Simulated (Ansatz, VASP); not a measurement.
# TiPt3: VASP beside Ansatz

Contents of INCAR:

```
SYSTEM = TiPt3
  ALGO = Normal
  EDIFF = 1E-6
  ENCUT = 520
  GGA = PE
  ISIF = 2
  ISMEAR = 0
  LASPH = .TRUE.
  LCHARG = .FALSE.
  LREAL = .FALSE.
  LWAVE = .FALSE.
  NBANDS = 29
  NELM = 100
  PREC = Accurate
  SIGMA = 0.1
```

KPOINTS

```
k-points
0
G
  10 10 10
  0 0 0
```

POSCAR

```
TiPt3
1.0
    3.8259963098      0.0000000000      0.0000000000
    0.0000000000      3.8259963098      0.0000000000
    0.0000000000      0.0000000000      3.8259963098
Ti Pt
1 3
Direct
    0.0000000000      0.0000000000      0.0000000000
    0.0000000000      0.5000000000      0.5000000000
    0.5000000000      0.0000000000      0.5000000000
    0.5000000000      0.5000000000      0.0000000000
```

Input for Ansatz:

```yaml
crystal:
  lattice:
    - [3.8259963098, 0.0, 0.0]
    - [0.0, 3.8259963098, 0.0]
    - [0.0, 0.0, 3.8259963098]
  atoms:
    - { symbol: Ti, position: [0.0, 0.0, 0.0] }
    - { symbol: Pt, position: [0.0, 0.5, 0.5] }
    - { symbol: Pt, position: [0.5, 0.0, 0.5] }
    - { symbol: Pt, position: [0.5, 0.5, 0.0] }
basis:
  ecutwfc: 420
kpoints:
  mp_grid: { grid: [10, 10, 10] }
hamiltonian:
  xc: pbe
scf:
  occupations: { method: gaussian, width: 0.1 }
output:
  forces: true
  stress: true
  eigenvalues: true
  write_density: true
  write_potential: true
  elf: true
  volumetric_format: npy
```

Alike in both runs: task single point; functional PBE; k mesh 10 × 10 × 10; occupations gaussian, width 0.1 eV; no spin polarisation.

|  | VASP | Ansatz |
| --- | --- | --- |
| version | VASP 6.6.1 | Ansatz 0.2.0 |
| potentials or method | VASP PAW PBE potentials, release 64 (Ti_sv, Pt), cutoff 520 eV | scalar-relativistic, plane waves, PAW |
| valence electrons in the cell | 42 | 66 |

|  | VASP | Ansatz | Ansatz less VASP |
| --- | --- | --- | --- |
| gap on the k mesh at the Fermi level (eV) | none | none | - |
| pressure (GPa) | 27.7 | 28.1 | +0.42 |

A gap of «none» marks a metal or a gap that the smearing closes. VASP's potentials hold 42 valence electrons a cell and Ansatz's 66, so a difference there can come from the potentials and not from the codes.

Spin-orbit coupling is off throughout.
